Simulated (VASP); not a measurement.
A run of VASP 6.6.1:

Contents of POSCAR:

```
SnSe2
1.0
    3.8110000000      0.0000000000      0.0000000000
   -1.9055000000      3.3004200000      0.0000000000
    0.0000000000      0.0000000000      6.1360000000
Sn Se
1 2
Direct
    0.0000000000      0.0000000000      0.0000000000
    0.3333333333      0.6666666667      0.2490000000
    0.6666666667      0.3333333333      0.7510000000
```

Contents of INCAR.step1:

```
SYSTEM = SnSe2
PREC = Accurate ; ENCUT = 400
EDIFF = 1E-5 ; ISMEAR = -1
SIGMA = 0.05 ; LREAL = .FALSE.
LASPH = .TRUE. ; NELM = 120
ALGO = Normal ; ISIF = 2
LWAVE = .TRUE. ; NBANDS = 20
GGA = PE ; GGA_COMPAT = .FALSE.
```

File INCAR.step2:

```
SYSTEM = SnSe2
PREC = Accurate ; ENCUT = 400
EDIFF = 1E-6 ; ISMEAR = -1
SIGMA = 0.05 ; LREAL = .FALSE.
LASPH = .TRUE. ; NELM = 120
ALGO = Normal ; ISIF = 2
LWAVE = .FALSE. ; LCHARG = .TRUE.
GGA = PE ; LHFCALC = .TRUE.
AEXX = 0.25 ; PRECFOCK = Normal
LELF = .TRUE. ; LVHAR = .TRUE.
NBANDS = 20 ; ISTART = 1
GGA_COMPAT = .FALSE.
```

The input KPOINTS:

```
Automatic mesh
0
G
  6 6 2
  0 0 0
```

Potentials or basis: VASP PAW PBE potentials, release 64 (Sn_d, Se).

Launch:

```console
$ cat potpaw_PBE.64/Sn_d/POTCAR potpaw_PBE.64/Se/POTCAR > POTCAR
$ cp INCAR.step1 INCAR
$ mpirun -np 1 vasp_std > vasp.out
$ cp INCAR.step2 INCAR
$ mpirun -np 1 vasp_std > vasp.out
```

Hardware: 1 thread of Intel(R) Xeon(R) Platinum 8375C CPU @ 2.90GHz (Ice Lake), with other jobs on the host.

**Question.** Estimate the wall time of this run.

**Answer.** It took 26 min on 1 thread of Intel(R) Xeon(R) Platinum 8375C CPU @ 2.90GHz (Ice Lake) (shared host), peak memory 0.19 GiB. Counts: k points 14.
